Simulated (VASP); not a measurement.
A run of VASP 6.6.1 is set up as follows.

File POSCAR:

```
SiO
1.0
    0.0000000000      2.5071742885      2.5071742885
    2.5071742885      0.0000000000      2.5071742885
    2.5071742885      2.5071742885      0.0000000000
Si O
1 1
Direct
    0.7500000000      0.7500000000      0.7500000000
    0.0000000000      0.0000000000      0.0000000000
```

Contents of INCAR.step1:

```
PREC = Accurate
ENCUT = 520
EDIFF = 1E-5
ISMEAR = -1
SIGMA = 0.05
LREAL = F
LASPH = T
NELM = 60
ALGO = Normal
ISIF = 2
LWAVE = T
LCHARG = F
NBANDS = 12
GGA = PE
```

INCAR.step2

```
PREC = Accurate
ENCUT = 520
EDIFF = 1E-6
ISMEAR = -1
SIGMA = 0.05
LREAL = F
LASPH = T
NELM = 60
ALGO = Normal
ISIF = 2
LWAVE = F
LCHARG = F
GGA = B3
LHFCALC = T
AEXX = 0.2
AGGAX = 0.72
AGGAC = 0.81
ALDAC = 0.19
PRECFOCK = Normal
NBANDS = 12
ISTART = 1
```

The input KPOINTS:

```
regular mesh
0
Gamma
  5 5 5
```

Potentials or basis: VASP PAW PBE potentials, release 64 (Si, O).

Command:

```sh
$ cat potpaw_PBE.64/Si/POTCAR potpaw_PBE.64/O/POTCAR > POTCAR
$ cp INCAR.step1 INCAR
$ mpirun -np 1 vasp_std > vasp.out
$ cp INCAR.step2 INCAR
$ mpirun -np 1 vasp_std > vasp.out
```

**Question.** Predict the pressure.

**Answer.** 0.0 GPa.

**Question.** What does it give for the band gap on the k mesh?

**Answer.** 0.97 eV (least direct gap 1.54 eV).

Caveat: the k points lie up to 0.43 Å⁻¹ apart; the PAW data sets were made with another functional, which shifts forces and pressure a little; an odd mesh through Γ misses points on the zone boundary, where band edges can lie.
